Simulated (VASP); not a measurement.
Write the native input for VASP 6.6.1 that does the following.

| Property | Result |
| --- | --- |
| Task | single point |
| Functional | PBE |
| Potentials or basis | VASP PAW PBE potentials, release 64 (Ga_d) |
| Cutoff | 520 eV |
| k mesh | 12 × 12 × 10 |
| Occupations | fermi-dirac, width 0.08 eV |
| Spin | no spin polarisation |
| Dipole correction | no |
| Further INCAR settings | ALGO = Normal; EDIFF = 1e-07; NBANDS = 20 |

The structure of Ga lies in POSCAR:

```
Ga
1.0
    1.4296750000     -4.0577500000     -0.0130750000
    1.4703250000      4.0722500000      0.0275750000
    0.0158500000      0.0158500000      3.1700000000
Ga
2
Direct
    0.8670000000      0.1330000000      0.2500000000
    0.1330000000      0.8670000000      0.7500000000
```

This cell differs from its parent crystal: equal xy, yz and zx shear strains of +1 %.

These files were run (other wordings do the same):

INCAR

```
SYSTEM = Ga
ALGO     = Normal         ! electronic algorithm
EDIFF    = 1E-7           ! SCF threshold, eV
ENCUT    = 520            ! plane-wave cutoff, eV
GGA      = PE             ! functional
ISIF     = 2              ! what is computed and relaxed
ISMEAR   = -1             ! smearing method
LASPH    = .TRUE.         ! aspherical terms in the spheres
LCHARG   = .FALSE.        ! write CHGCAR
LREAL    = .FALSE.        ! projectors in reciprocal space
LWAVE    = .FALSE.        ! write WAVECAR
NBANDS   = 20             ! bands
NELM     = 100            ! most SCF steps
PREC     = Accurate       ! precision mode
SIGMA    = 0.08           ! smearing width, eV
```

KPOINTS

```
k-points
0
G
  12 12 10
  0 0 0
```

Potentials or basis: VASP PAW PBE potentials, release 64 (Ga_d).

The run is started by

```bash
$ cat potpaw_PBE.64/Ga_d/POTCAR > POTCAR
$ mpirun -np 1 vasp_std > vasp.out
```

Results of the run:

```json
{
 "Pressure": "1.7 GPa",
 "Largest force": "0.196 eV/Å",
 "Band gap on the k mesh": "zero (band 13 reaches 10.78 eV, above the bottom of band 14 at 1.43 eV)"
}
```

Caveat: the cell differs from its parent crystal (equal xy, yz and zx shear strains of +1 %).

Run time: 3.1 min on 1 thread of Intel(R) Xeon(R) 6975P-C (Granite Rapids), on a shared host, peak memory 0.5 GiB.
